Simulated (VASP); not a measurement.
Set up this calculation in VASP 6.6.1, as the native input.

* Task: single point
* Functional: PBE
* Potentials or basis: VASP PAW PBE potentials, release 64 (In_d)
* Cutoff: 520 eV
* k mesh: 13 × 13 × 13
* Occupations: fermi-dirac, width 0.08 eV
* Spin: no spin polarisation
* Dipole correction: no
* Further INCAR settings: ALGO = Normal; EDIFF = 1e-06; NBANDS = 12

The structure of In lies in POSCAR:

```
In
1.0
    3.0578091067      0.0000000000      0.0000000000
    0.0000000000      3.0578091067      0.0000000000
    0.0000000000      0.0000000000      3.0578091067
In
1
Direct
    0.0000000000      0.0000000000      0.0000000000
```

One way to write it, as run:

INCAR

```
SYSTEM = In
PREC = Accurate ; ENCUT = 520
EDIFF = 1E-6 ; ISMEAR = -1
SIGMA = 0.08 ; LREAL = .False.
LASPH = .True. ; NELM = 100
ALGO = Normal ; ISIF = 2
LWAVE = .False. ; LCHARG = .False.
GGA = PE ; NBANDS = 12
```

KPOINTS

```
Automatic mesh
0
Gamma
  13 13 13
  0 0 0
```

Potentials or basis: VASP PAW PBE potentials, release 64 (In_d).

The run is started by

```bash
$ cat potpaw_PBE.64/In_d/POTCAR > POTCAR
$ mpirun -np 1 vasp_std > vasp.out
```

It gave:

```
Pressure : 1.1 GPa
```

It took 9.7 s on 1 thread of Intel(R) Xeon(R) 6975P-C (Granite Rapids), on a shared host, peak memory 0.15 GiB.
